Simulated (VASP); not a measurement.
# O (Fm-3m) in VASP: notebook

O is run at these levels: LDA; tasks: single point.

Program: VASP 6.6.1. These are calculated values, not measurements. Logs are shortened: lines on timing, memory, paths and dates and some standing lists are left out, and cuts for length are marked.

### 1 The cell of the first run

Symmetry: Fm-3m, No. 225, cubic system. The conventional cell has a = 2.586 Å, b = 2.586 Å, c = 2.586 Å, α = 90.00°, β = 90.00°, γ = 90.00°. O (site symmetry m-3m) has 12 O at 1.83 Å within 2.4 Å.

### 2 Single point, LDA (volume scaled by 0.6)

INCAR

```
SYSTEM = O
PREC = Accurate ; ENCUT = 520
EDIFF = 1E-7 ; ISMEAR = -1
SIGMA = 0.08 ; LREAL = .False.
LASPH = .True. ; NELM = 100
ALGO = Normal ; ISIF = 2
LWAVE = .False. ; LCHARG = .False.
GGA = CA ; NBANDS = 9
```

KPOINTS

```
Automatic mesh
0
Gamma
  18 18 18
  0 0 0
```

POSCAR

```
O
1.0
    0.0000000000      1.2930918737      1.2930918737
    1.2930918737      0.0000000000      1.2930918737
    1.2930918737      1.2930918737      0.0000000000
O
1
Direct
    0.0000000000      0.0000000000      0.0000000000
```

Potentials or basis: VASP PAW LDA potentials, release 64 (O).

The run is started by

```console
$ cat potpaw_LDA.64/O/POTCAR > POTCAR
$ mpirun -np 1 vasp_std > vasp.out
```

OUTCAR:

```text
SYSTEM = O
   PREC = Accurate
   ENCUT = 520
   EDIFF = 1E-7
   ISMEAR = -1
   LREAL = .False.
   LASPH = .True.
   NELM = 100
   ISIF = 2
   GGA = CA

 ion  position               nearest neighbor table
   1  0.000  0.000  0.000-

  LATTYP: Found a face centered cubic cell.
 ALAT       =     2.5861837474

  Lattice vectors:

 A1 = (   0.0000000000,   1.2930918737,   1.2930918737)
 A2 = (   1.2930918737,   0.0000000000,   1.2930918737)
 A3 = (   1.2930918737,   1.2930918737,   0.0000000000)

Analysis of symmetry for initial positions (statically):
=====================================================================
 Subroutine PRICEL returns:
 Original cell was already a primitive cell.

 Routine SETGRP: Setting up the symmetry group for a
 face centered cubic supercell.

 Subroutine GETGRP returns: Found 48 space group operations
 (whereof 48 operations were pure point group operations)
 out of a pool of 48 trial point group operations.

The static configuration has the point symmetry O_h .

Analysis of symmetry for dynamics (positions and initial velocities):
=====================================================================
 Subroutine PRICEL returns:
 Original cell was already a primitive cell.

 Routine SETGRP: Setting up the symmetry group for a
 face centered cubic supercell.

 Subroutine GETGRP returns: Found 48 space group operations
 (whereof 48 operations were pure point group operations)
 out of a pool of 48 trial point group operations.

The dynamic configuration has the point symmetry O_h .

 Subroutine INISYM returns: Found 48 space group operations
 (whereof 48 operations are pure point group operations),
 and found     1 'primitive' translations

----------------------------------------------------------------------------------------

                                     Primitive cell

  volume of cell :       4.3243

  direct lattice vectors                    reciprocal lattice vectors
     0.000000000  1.293091874  1.293091874    -0.386670128  0.386670128  0.386670128
     1.293091874  0.000000000  1.293091874     0.386670128 -0.386670128  0.386670128
     1.293091874  1.293091874  0.000000000     0.386670128  0.386670128 -0.386670128

  length of vectors
     1.828708065  1.828708065  1.828708065     0.669732307  0.669732307  0.669732307

  position of ions in fractional coordinates (direct lattice)
     0.000000000  0.000000000  0.000000000

  ion indices of the primitive-cell ions
   primitive index   ion index
                 1           1

----------------------------------------------------------------------------------------

 KPOINTS: Automatic mesh

Automatic generation of k-mesh.
 Grid dimensions read from file:
 generate k-points for:   18   18   18

 Generating k-lattice:

  Cartesian coordinates                     Fractional coordinates (reciprocal lattice)
    -0.021481674  0.021481674  0.021481674     0.055555556  0.000000000  0.000000000
     0.021481674 -0.021481674  0.021481674     0.000000000  0.055555556  0.000000000
     0.021481674  0.021481674 -0.021481674     0.000000000  0.000000000  0.055555556

  Length of vectors
     0.037207350  0.037207350  0.037207350

  Shift w.r.t. Gamma in fractional coordinates (k-lattice)
     0.000000000  0.000000000  0.000000000

 Subroutine IBZKPT returns following result:
 ===========================================

 Found    195 irreducible k-points:

 Following reciprocal coordinates:
            Coordinates               Weight
  0.000000  0.000000  0.000000      1.000000
  0.055556  0.000000  0.000000      8.000000
  0.111111  0.000000  0.000000      8.000000
  0.166667  0.000000  0.000000      8.000000
  0.222222  0.000000  0.000000      8.000000
  0.277778  0.000000  0.000000      8.000000
[... 16 lines left out ...]
 -0.277778  0.055556  0.000000     24.000000
 -0.222222  0.055556  0.000000     24.000000
 [... further k-points ...]
   k-points           NKPTS =    195   k-points in BZ     NKDIM =    195   number of bands    NBANDS=      9
   number of dos      NEDOS =    301   number of ions     NIONS =      1
   total plane-waves  NPLWV =   2744
   dimension x,y,z NGX =    14 NGY =   14 NGZ =   14
   dimension x,y,z NGXF=    28 NGYF=   28 NGZF=   28
   ions per type =               1
   NGX,Y,Z   is equivalent  to a cutoff of  12.73, 12.73, 12.73 a.u.
   NGXF,Y,Z  is equivalent  to a cutoff of  25.45, 25.45, 25.45 a.u.
 SYSTEM =  O
   PREC   = accura    normal or accurate (medium, high low for compatibility)
   ISTART =      0    job   : 0-new  1-cont  2-samecut
   ICHARG =      2    charge: 1-file 2-atom 10-const
   ISPIN  =      1    spin polarized calculation?
   LNONCOLLINEAR =      F non collinear calculations
   LSORBIT =      F    spin-orbit coupling
   LASPH  =      T    aspherical Exc in radial PAW
   ENCUT  =  520.0 eV  38.22 Ry    6.18 a.u.   3.40  3.40  3.40*2*pi/ulx,y,z
   NELM   =    100;   NELMIN=  2; NELMDL= -5     # of ELM steps
   EDIFF  = 0.1E-06   stopping-criterion for ELM
   LREAL  =      F    real-space projection
   EDIFFG = 0.1E-05   stopping-criterion for IOM
   NSW    =      0    number of steps for IOM
   IBRION =     -1    ionic relax: 0-MD 1-quasi-New 2-CG
   NFREE  =      0    steps in history (QN), initial steepest desc. (CG)
   ISIF   =      2    stress and relaxation
   ISYM   =      2    0-nonsym 1-usesym 2-fastsym
   POTIM  = 0.5000    time-step for ionic-motion
   TEBEG  =    0.0;   TEEND  =   0.0 temperature during run
   PSTRESS=    0.0 pullay stress
   NELECT =       6.0000    total number of electrons
   NUPDOWN=      -1.0000    fix difference up-down
   EMIN   =  10.00;   EMAX   =-10.00  energy-range for DOS
   EFERMI =   0.00;   METHOD = LEGACY
   ISMEAR =    -1;   SIGMA  =   0.08  broadening in eV -4-tet -1-fermi 0-gaus
   EFERMI_NEDOS =   21; number of points for ismear=-14 and -15
   IALGO  =     38    algorithm
   IMIX   =      4    mixing-type and parameters
     AMIX     =   0.40;   BMIX     =  1.00
     AMIX_MAG =   1.60;   BMIX_MAG =  1.00
  volume/ion in A,a.u.               =       4.32        29.18
  Fermi-wavevector in a.u.,A,eV,Ry     =   1.825937  3.450521 45.362465  3.334047
  Thomas-Fermi vector in A             =   2.881355
   LORBIT       =      0    0 simple, 1 ext, 2 COOP (PROOUT), +10 PAW based schemes
   GGA     = CA    functional components
   LHFCALC =     F    Hartree Fock is set to
   AEXX    =    0.0000 exact exchange contribution
   IVDW    =     0    specifies the selected vdW correction
   LEPSILON=     F    determine dielectric tensor
   LRPA    =     F    only Hartree local field effects (RPA)
 non-spin polarized calculation
  energy-cutoff  :      520.00
  volume of cell :        4.32
 maximum number of plane-waves:       125
 NGX is ok and might be reduce to    14
   NGX =  7   NGY =  7   NGZ =  7

 number of electron       5.9999999 magnetization

 Free energy of the ion-electron system (eV)
  ---------------------------------------------------
  ext. energy  EPLUGINS =         0.00000000
  ---------------------------------------------------
  free energy    TOTEN  =        -1.33061686 eV

  energy without entropy =       -1.31717192  energy(sigma->0) =       -1.32389439

 E-fermi :  11.9516     XC(G=0): -16.2982

 val. band max:       11.9113797473   @ k =  -0.4444   0.2778   0.1111
 cond. band min:      11.9535045368   @ k =   0.4444   0.2778   0.0556
 fundamental gap:      0.0421247895
 Fermi energy:        11.9515623864

 k-point     1 :       0.0000    0.0000    0.0000
  band No.  band energies     occupation
      1     -18.4554      2.00000
      2      16.2474      0.00000
      3      16.2474      0.00000
      4      16.2474      0.00000
      5      45.8658      0.00000
      6      54.9720      0.00000
      7      54.9720      0.00000
      8      54.9720      0.00000
      9      61.3378      0.00000

 k-point     2 :       0.0556    0.0000    0.0000
  band No.  band energies     occupation
      1     -18.2881      2.00000
      2      15.8206      0.00000
      3      16.1846      0.00000
      4      16.1846      0.00000
      5      45.9446      0.00000
      6      53.0891      0.00000
      7      55.1836      0.00000
      8      55.1836      0.00000
      9      63.6550      0.00000

 k-point     3 :       0.1111    0.0000    0.0000
  band No.  band energies     occupation
      1     -17.7870      2.00000
      2      14.5797      0.00000
      3      16.0070      0.00000
      4      16.0070      0.00000
      5      46.1367      0.00000
      6      50.2706      0.00000
      7      55.6833      0.00000
      8      55.6833      0.00000
      9      66.7874      0.00000

 k-point     4 :       0.1667    0.0000    0.0000
  band No.  band energies     occupation
      1     -16.9571      2.00000
      2      12.6328      0.00040
      3      15.7432      0.00000
      4      15.7432      0.00000
      5      46.1890      0.00000
      6      48.1229      0.00000
      7      55.9980      0.00000
      8      55.9980      0.00000
      9      65.9005      0.00000
[... 205 lines left out ...]
 k-point    22 :      -0.3333    0.0556    0.0000
  band No.  band energies     occupation
      1     -11.8384      2.00000
      2       3.4628      2.00000
      3      14.0672      0.00000
      4      14.9450      0.00000
      5      43.2825      0.00000
      6      47.0240      0.00000
      7      52.5445      0.00000
      8      52.8769      0.00000
      9      63.8106      0.00000

 k-point    23 :      -0.2778    0.0556    0.0000
  band No.  band energies     occupation
      1     -13.6550      2.00000
      2       6.4207      2.00000
      3      14.2819      0.00000
      4      15.2754      0.00000
      5      43.9623      0.00000
      6      47.2607      0.00000
      7      53.2066      0.00000
      8      54.0837      0.00000
      9      64.7943      0.00000

 k-point    24 :      -0.2222    0.0556    0.0000
  band No.  band energies     occupation
      1     -15.2076      2.00000
      2       9.2848      2.00000
      3      14.5857      0.00000
      4      15.6082      0.00000
      5      44.9553      0.00000
      6      47.2526      0.00000
      7      54.1610      0.00000
      8      55.4711      0.00000
      9      63.9154      0.00000

 [... further k-points ...]
[... 5 lines left out ...]
  --------------------------------------------------------------------------------------
  -------------------------------------------------------------------------------------
  Total        8.3087951      8.3087951      8.3087951      0.0000000      0.0000000     -0.0000000
  in kB     3078.4385485   3078.4385485   3078.4385485      0.0000000      0.0000000     -0.0000000
  external PRESSURE =    3078.4385485 kB  Pullay stress =       0.0000000 kB

 VOLUME and BASIS-vectors are now :
 -----------------------------------------------------------------------------
  energy-cutoff  :      520.00
  volume of cell :        4.32
      direct lattice vectors                 reciprocal lattice vectors
     0.000000000  1.293091874  1.293091874    -0.386670128  0.386670128  0.386670128
     1.293091874  0.000000000  1.293091874     0.386670128 -0.386670128  0.386670128
     1.293091874  1.293091874  0.000000000     0.386670128  0.386670128 -0.386670128

 POSITION                                       TOTAL-FORCE (eV/Angst)
 -----------------------------------------------------------------------------------
      0.00000      0.00000      0.00000         0.000000      0.000000      0.000000
 -----------------------------------------------------------------------------------
    total drift:                                0.000000     -0.000000     -0.000000

  FREE ENERGIE OF THE ION-ELECTRON SYSTEM (eV)
  ---------------------------------------------------
  free  energy   TOTEN  =        -1.3306168616 eV

  energy  without entropy=       -1.3171719208  energy(sigma->0) =       -1.32389439
```

Run time: 5.2 s. Hardware: 1 thread of Intel Xeon 6975P-C, shared host; peak memory 0.11 GiB.

Results:

```
Free energy            : -1.3306 eV
Pressure               : 307.8 GPa
Band gap on the k mesh : zero (band 3 reaches 16.25 eV, above the bottom of band 4 at 7.77 eV)
```

Levels at points of the mesh, in eV from the Fermi level:
```tsv
k point	band 1	band 2	band 3	band 4	band 5	band 6	band 7	band 8
(0.00, 0.00, 0.00)	-30.41	4.30	4.30	4.30	33.91	43.02	43.02	43.02
(0.50, 0.00, 0.00)	-19.52	-14.45	2.49	2.49	30.38	36.00	39.31	39.31
(0.50, 0.50, 0.00)	-15.33	-12.19	-1.73	-1.73	18.83	23.60	44.74	56.52
```

### 3 Single point, LDA (volume scaled by 0.7)

INCAR

```
SYSTEM = O
PREC = Accurate ; ENCUT = 520
EDIFF = 1E-6 ; ISMEAR = -1
SIGMA = 0.08 ; LREAL = .FALSE.
LASPH = .TRUE. ; NELM = 80
ALGO = Normal ; ISIF = 2
LWAVE = .FALSE. ; LCHARG = .FALSE.
NBANDS = 9
```

KPOINTS

```
regular mesh
0
G
  18 18 18
  0 0 0
```

POSCAR

```
O
1.0
    0.0000000000      1.3612722112      1.3612722112
    1.3612722112      0.0000000000      1.3612722112
    1.3612722112      1.3612722112      0.0000000000
O
1
Direct
    0.0000000000      0.0000000000      0.0000000000
```

Potentials or basis: VASP PAW LDA potentials, release 64 (O).

The run is started by

```console
$ cat potpaw_LDA.64/O/POTCAR > POTCAR
$ mpirun -np 1 vasp_std > vasp.out
```

Run time: 4.6 s. Hardware: 1 thread of Intel Xeon 6975P-C, shared host; peak memory 0.11 GiB.

The run converged. Its results:

```yaml
Free_energy: -2.3411 eV
Pressure: 155.7 GPa
Band_gap_on_the_k_mesh: zero (band 3 reaches 12.34 eV, above the bottom of band 4 at 5.54 eV)
```

Levels at points of the mesh, in eV from the Fermi level:
```
           k point  band 1  band 2  band 3  band 4  band 5  band 6  band 7  band 8
(0.00, 0.00, 0.00)  -27.42    3.51    3.51    3.51   28.89   40.58   40.58   40.58
(0.50, 0.00, 0.00)  -18.52  -12.09    2.03    2.03   27.60   32.72   37.26   37.26
(0.50, 0.50, 0.00)  -15.22  -10.19   -1.42   -1.42   18.19   23.13   39.99   51.47
```

### 4 Single point, LDA (volume scaled by 0.7)

INCAR

```
ALGO = Normal
EDIFF = 1E-6
ENCUT = 520
GGA = CA
ISIF = 2
ISMEAR = -1
LASPH = True
LCHARG = False
LREAL = False
LWAVE = False
NBANDS = 9
NELM = 60
PREC = Accurate
SIGMA = 0.08
```

KPOINTS

```
k-points
0
Gamma
  18 18 18
```

POSCAR is that of step 3.

The run is started by

```console
$ cat potpaw_LDA.64/O/POTCAR > POTCAR
$ mpirun -np 1 vasp_std > vasp.out
```

It took 6.4 s on 1 thread of Intel Xeon 6975P-C, shared host; peak memory 0.11 GiB.

Results (log left out):

- Free energy: -2.3411 eV
- Pressure: 155.7 GPa
- Band gap on the k mesh: zero (band 3 reaches 12.34 eV, above the bottom of band 4 at 5.54 eV)

Levels at points of the mesh, in eV from the Fermi level:
| k point | band 1 | band 2 | band 3 | band 4 | band 5 | band 6 |
| --- | --- | --- | --- | --- | --- | --- |
| (0.00, 0.00, 0.00) | -27.42 | 3.51 | 3.51 | 3.51 | 28.89 | 40.58 |
| (0.50, 0.00, 0.00) | -18.52 | -12.09 | 2.03 | 2.03 | 27.60 | 32.72 |
| (0.50, 0.50, 0.00) | -15.22 | -10.19 | -1.42 | -1.42 | 18.19 | 23.13 |

### 5 Single point, LDA (volume scaled by 0.8)

INCAR

```
SYSTEM = O
ALGO = Normal
EDIFF = 1E-6
ENCUT = 520
GGA = CA
ISIF = 2
ISMEAR = -1
LASPH = .TRUE.
LCHARG = .FALSE.
LREAL = .FALSE.
LWAVE = .FALSE.
NBANDS = 9
NELM = 60
PREC = Accurate
SIGMA = 0.08
```

KPOINTS

```
k-points
0
G
  18 18 18
  0 0 0
```

POSCAR

```
O
1.0
    0.0000000000      1.4232317644      1.4232317644
    1.4232317644      0.0000000000      1.4232317644
    1.4232317644      1.4232317644      0.0000000000
O
1
Direct
    0.0000000000      0.0000000000      0.0000000000
```

The run is started by

```console
$ cat potpaw_LDA.64/O/POTCAR > POTCAR
$ mpirun -np 1 vasp_std > vasp.out
```

It took 6.7 s on 1 thread of Intel Xeon 6975P-C, shared host; peak memory 0.11 GiB.

The run converged. Its results:

| Quantity | Value |
| --- | --- |
| Free energy | -2.8406 eV |
| Pressure | 73.0 GPa |
| Band gap on the k mesh | zero (band 3 reaches 9.37 eV, above the bottom of band 4 at 3.78 eV) |

Levels at points of the mesh, in eV from the Fermi level:
```tsv
k point	band 1	band 2	band 3	band 4	band 5	band 6	band 7	band 8
(0.00, 0.00, 0.00)	-25.16	2.93	2.93	2.93	25.16	38.61	38.61	38.61
(0.50, 0.00, 0.00)	-17.79	-10.29	1.69	1.69	25.50	30.05	35.59	35.59
(0.50, 0.50, 0.00)	-15.14	-8.66	-1.18	-1.18	17.72	22.70	36.31	47.50
```

### 6 The runs side by side

| cell | gap on the mesh (eV) | pressure (GPa) |
| --- | --- | --- |
| a = 1.829 Å, angles 60.0°, 1 atom | none | 307.8 |
| a = 1.925 Å, angles 60.0°, 1 atom | none | 155.7 |
| a = 2.013 Å, angles 60.0°, 1 atom | none | 73.0 |

Alike in all rows: task single point; level LDA; potentials or basis VASP PAW LDA potentials, release 64 (O); no spin polarisation; k mesh 18 × 18 × 18; cutoff (eV) 520; smearing fermi-dirac 0.08 eV.

Total energies depend on the potentials used, so only differences within one code and one set of settings carry meaning.
